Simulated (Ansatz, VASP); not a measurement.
In: VASP beside Ansatz

File INCAR:

```
  ALGO = Normal
  DIPOL = 0.5 0.5 0.500
  EDIFF = 1E-7
  ENCUT = 520
  GGA = PE
  IDIPOL = 3
  ISIF = 2
  ISMEAR = -1
  LASPH = T
  LCHARG = T
  LDIPOL = T
  LELF = T
  LREAL = F
  LVACPOTAV = T
  LVHAR = T
  LWAVE = F
  NBANDS = 40
  NELM = 100
  PREC = Accurate
  SIGMA = 0.05
```

Contents of KPOINTS:

```
k-points
0
Gamma
  8 8 1
```

File POSCAR:

```
In
1.0
    3.3777442543      0.0000000000      0.0000000000
    0.2462297009      3.3687575131      0.0000000000
    0.0000000000      0.0000000000     24.1988935378
In
5
Direct
    0.5000000000      0.5000000000      0.3099315259
    0.0000000000      0.0000000000      0.4049657630
    0.5000000000      0.5000000000      0.5000000000
    0.0000000000      0.0000000000      0.5950342370
    0.5000000000      0.5000000000      0.6900684741
```

File input.yaml:

```yaml
crystal:
  lattice:
    - [3.3777442543, 0.0, 0.0]
    - [0.2462297009, 3.3687575131, 0.0]
    - [0.0, 0.0, 24.1988935378]
  atoms:
    - { symbol: In, position: [0.5, 0.5, 0.3099315259] }
    - { symbol: In, position: [0.0, 0.0, 0.404965763] }
    - { symbol: In, position: [0.5, 0.5, 0.5] }
    - { symbol: In, position: [0.0, 0.0, 0.595034237] }
    - { symbol: In, position: [0.5, 0.5, 0.6900684741] }
hamiltonian:
  xc: pbe
  pseudopotentials: { kind: paw }
kpoints:
  mp_grid: { grid: [8, 8, 1] }
scf:
  occupations: { method: fermi_dirac, width: 0.05 }
output:
  forces: true
  eigenvalues: true
efield:
  axis: 3
  dipole_correction: true
  ramp_width: 0.04
```

Alike in both runs: task single point; functional PBE; k mesh 8 × 8 × 1; occupations fermi-dirac, width 0.05 eV; no spin polarisation.

```csv
,VASP,Ansatz
version,VASP 6.6.1,Ansatz 0.2.0
potentials or method,"VASP PAW PBE potentials, release 64 (In_d)",Ansatz PAW
plane-wave cutoff (eV),520,420
valence electrons in the cell,65,65
```

```csv
,VASP,Ansatz,Ansatz less VASP
gap on the k mesh at the Fermi level (eV),none,none,-
rms of the force components (eV/Å),0.056,0.055,-0.0004
"work function, face that differs most (eV)",3.94,3.94,+0.001
```

Atom by atom the forces differ by 0.001 eV/Å (rms over components). A gap of «none» marks a metal or a gap that the smearing closes.
